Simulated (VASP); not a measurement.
Input of a VASP 6.6.1 run:

File POSCAR:

```
TePb
1.0
    3.9750058231      0.0000000000      0.0000000000
    0.0000000000      3.9750058231      0.0000000000
    0.0000000000      0.0000000000      3.9750058231
Pb Te
1 1
Direct
    0.0000000000      0.0000000000      0.0000000000
    0.5000000000      0.5000000000      0.5000000000
```

Contents of INCAR.step1:

```
SYSTEM = TePb
PREC = Accurate
ENCUT = 400
EDIFF = 1E-5
ISMEAR = -1
SIGMA = 0.02
LREAL = .FALSE.
LASPH = .TRUE.
NELM = 120
ALGO = Normal
ISIF = 2
LWAVE = .TRUE.
LCHARG = .FALSE.
GGA = PE
NBANDS = 17
GGA_COMPAT = .FALSE.
```

Contents of INCAR.step2:

```
SYSTEM = TePb
PREC = Accurate
ENCUT = 400
EDIFF = 1E-6
ISMEAR = -1
SIGMA = 0.02
LREAL = .FALSE.
LASPH = .TRUE.
NELM = 120
ALGO = Normal
ISIF = 2
LWAVE = .FALSE.
LCHARG = .FALSE.
GGA = PE
LHFCALC = .TRUE.
AEXX = 0.4
HFSCREEN = 0.1
PRECFOCK = Normal
ISTART = 1
NBANDS = 17
GGA_COMPAT = .FALSE.
```

Contents of KPOINTS:

```
regular mesh
0
G
  4 4 4
  0 0 0
```

Potentials or basis: VASP PAW PBE potentials, release 64 (Pb_d, Te).

The run is started by

```sh
$ cat potpaw_PBE.64/Pb_d/POTCAR potpaw_PBE.64/Te/POTCAR > POTCAR
$ cp INCAR.step1 INCAR
$ mpirun -np 1 vasp_std > vasp.out
$ cp INCAR.step2 INCAR
$ mpirun -np 1 vasp_std > vasp.out
```

Question: Predict the band gap on the k mesh.

Answer: Zero (bands 10 and 11 overlap by 1.23 eV).

Question: What does it give for the pressure?

Answer: -0.7 GPa.

Caveat: the k points lie up to 0.40 Å⁻¹ apart, too coarse for converged energies and pressures of a metal; the PAW data sets were made with another functional, which shifts forces and pressure a little; spin-orbit coupling is left out, which moves the levels of the heavy elements.
